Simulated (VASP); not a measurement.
Runs of VASP 6.6.1 on Co2Si. The structure is that of space group P6/mmm (No. 191), or close to it. The cells are those of the table. 

| task | spin | cell | k mesh | gap on the mesh (eV) | pressure (GPa) | moment (μB) | relaxed volume (Å³/atom) |
| --- | --- | --- | --- | --- | --- | --- | --- |
| relaxation of cell and atoms | collinear, ferromagnetic start | relaxed from a = 3.235, b = 3.235, c = 3.493 Å, angles 90.0, 90.0, 120.0°, 3 atoms | 6 × 6 × 6 | none | -0.2 | (b) | 10.89 |
| relaxation of cell and atoms | off | relaxed from a = 3.866, b = 3.866, c = 2.529 Å, angles 90.0, 90.0, 120.0°, 3 atoms | 12 × 12 × 18 | none | 0.0 | - | 10.88 |
| single point | collinear, ferromagnetic start | a = 3.866, b = 3.866, c = 2.529 Å, angles 90.0, 90.0, 120.0°, 3 atoms | 6 × 6 × 6 | none | (a) | 0.74 | - |
| single point | off | a = 3.871, b = 3.871, c = 2.521 Å, angles 90.0, 90.0, 120.0°, 3 atoms | 12 × 12 × 18 | none | -0.5 | - | - |

Alike in all rows: level PBE; potentials or basis VASP PAW PBE potentials, release 64 (Co, Si); cutoff (eV) 600; smearing gaussian 0.1 eV.

Estimate the missing entries.

(a) 0.4; (b) 0.00.

Caveats: some runs use coarse meshes.

A gap of «none» marks levels without a gap at the run's occupations.
